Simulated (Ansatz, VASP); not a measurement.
# One calculation of CoO, two programs

```xyz
4
Lattice="1.6022 0.9250 5.1329 -1.6022 0.9250 5.1329 0.0000 -1.8501 5.1329" Properties=species:S:1:pos:R:3 pbc="T T T"
Co    0.0000    0.0000   15.3909
Co    0.0000    0.0000    7.6916
O     0.0000    0.0000    5.7822
O     0.0000    0.0000   13.4821
```

Alike in both runs: task single point; functional PBEsol; k mesh 12 × 12 × 12; occupations gaussian, width 0.1 eV; collinear spin.

|  | VASP | Ansatz |
| --- | --- | --- |
| version | VASP 6.6.1 | Ansatz 0.2.0 |
| potentials or method | VASP PAW PBE potentials, release 64 (Co, O), cutoff 520 eV | scalar-relativistic, plane waves, PAW |
| valence electrons in the cell | 30 | 46 |

```tsv
	VASP	Ansatz	Ansatz less VASP
gap on the k mesh at the Fermi level (eV)	none	none	-
pressure (GPa)	-10.0	-9.8	+0.16
traceless stress, the component that is largest in VASP (GPa)	-1.08	-1.18	-0.096
rms of the force components (eV/Å)	0.058	0.061	+0.0036
net moment per atom (μB)	0.00	0.00	0.000
size of the moment on the site where the two differ most (μB)	2.17	2.02	-0.155
```

VASP's potentials were made for PBE, not for PBEsol. Site moments also hang on the region over which each program counts them. Atom by atom the forces differ by 0.004 eV/Å (rms over components). A gap of «none» marks a metal or a gap that the smearing closes. With one functional, cell and mesh, what is left measures potentials, basis and numerics. VASP's potentials hold 30 valence electrons a cell and Ansatz's 46, so a difference there can come from the potentials and not from the codes.
